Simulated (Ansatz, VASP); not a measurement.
# Zn: VASP beside Ansatz

File INCAR:

```
PREC = Accurate
ENCUT = 500
EDIFF = 1E-6
ISMEAR = 0
SIGMA = 0.1
LREAL = False
LASPH = True
NELM = 120
ALGO = Normal
ISIF = 2
LWAVE = False
LCHARG = True
GGA = PE
IVDW = 12
LELF = True
LVHAR = True
NBANDS = 19
GGA_COMPAT = False
```

The input KPOINTS:

```
Automatic mesh
0
Gamma
  6 6 4
```

The input POSCAR:

```
Zn
1.0
    2.6647980532      0.0000000000      0.0000000000
   -1.3323990266      2.3077828100      0.0000000000
    0.0000000000      0.0000000000      4.9467000000
Zn
2
Direct
    0.3333333333      0.6666666667      0.2500000000
    0.6666666667      0.3333333333      0.7500000000
```

Input for Ansatz:

```yaml
crystal:
  lattice:
    - [2.6647980532, 0.0, 0.0]
    - [-1.3323990266, 2.30778281, 0.0]
    - [0.0, 0.0, 4.9467]
  atoms:
    - { symbol: Zn, position: [0.3333333333, 0.6666666667, 0.25] }
    - { symbol: Zn, position: [0.6666666667, 0.3333333333, 0.75] }
basis:
  ecutwfc: 420
kpoints:
  mp_grid: { grid: [6, 6, 4] }
hamiltonian:
  xc: pbe
  dispersion: d3bj
scf:
  occupations: { method: gaussian, width: 0.1 }
output:
  forces: true
  stress: true
  eigenvalues: true
```

Alike in both runs: task single point; functional PBE; dispersion D3(BJ); k mesh 6 × 6 × 4; occupations gaussian, width 0.1 eV; no spin polarisation.

|  | VASP | Ansatz |
| --- | --- | --- |
| version | VASP 6.6.1 | Ansatz 0.2.0 |
| potentials or method | VASP PAW PBE potentials, release 64 (Zn), cutoff 500 eV | scalar-relativistic, plane waves, PAW |
| valence electrons in the cell | 24 | 24 |

|  | VASP | Ansatz | Ansatz less VASP |
| --- | --- | --- | --- |
| gap on the k mesh at the Fermi level (eV) | none | none | - |
| pressure (GPa) | -2.9 | -3.2 | -0.33 |
| traceless stress, the component that is largest in VASP (GPa) | 1.54 | 1.65 | +0.108 |

A gap of «none» marks a metal or a gap that the smearing closes.

The k mesh is coarse, so the values compare programs but aren't converged.
